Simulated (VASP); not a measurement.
Write the native input for VASP 6.6.1 that does the following.

- Task: single point
- Functional: PBE
- Potentials or basis: VASP PAW PBE potentials, release 64 (In_d, As_d, S)
- Cutoff: 510 eV
- k mesh: 4 × 4 × 4
- Occupations: gaussian, width 0.1 eV
- Spin: no spin polarisation
- Dipole correction: no
- Further INCAR settings: ALGO = Normal; EDIFF = 1e-06; NBANDS = 35

The structure of InAsS4 lies in POSCAR:

```
InAsS4
1.0
    3.7275992594      0.0000000000      0.0000000000
    0.0000000000      3.7275992594      0.0000000000
    0.0000000000      0.0000000000     10.0890628797
In As S
1 1 4
Direct
    0.0000000000      0.0000000000      0.0000000000
    0.5000000000      0.5000000000      0.5000000000
    0.0000000000      0.0000000000      0.6037602195
    0.5000000000      0.5000000000      0.1089851251
    0.5000000000      0.5000000000      0.8910148749
    0.0000000000      0.0000000000      0.3962397805
```

The cell was generated, and may not be a known phase.

These files were run (other wordings do the same):

INCAR

```
SYSTEM = InAsS4
PREC = Accurate
ENCUT = 510
EDIFF = 1E-6
ISMEAR = 0
SIGMA = 0.1
LREAL = .FALSE.
LASPH = .TRUE.
NELM = 120
ALGO = Normal
ISIF = 2
LWAVE = .FALSE.
LCHARG = .FALSE.
GGA = PE
NBANDS = 35
GGA_COMPAT = .FALSE.
```

KPOINTS

```
regular mesh
0
G
  4 4 4
  0 0 0
```

Potentials or basis: VASP PAW PBE potentials, release 64 (In_d, As_d, S).

The run is started by

```sh
$ cat potpaw_PBE.64/In_d/POTCAR potpaw_PBE.64/As_d/POTCAR potpaw_PBE.64/S/POTCAR > POTCAR
$ mpirun -np 1 vasp_std > vasp.out
```

Results of the run:

The pressure is -0.3 GPa and the largest force is 0.128 eV/Å. The band gap on the k mesh is zero (bands 26 and 27 overlap by 0.99 eV).

Caveat: the k points lie up to 0.42 Å⁻¹ apart, too coarse for converged energies and pressures of a metal; spin-orbit coupling is left out, which moves the levels of the heavy elements.

It took 120 s on 1 thread of Intel(R) Xeon(R) Platinum 8259CL CPU @ 2.50GHz (Skylake/Cascade Lake) (shared host), peak memory 0.27 GiB.
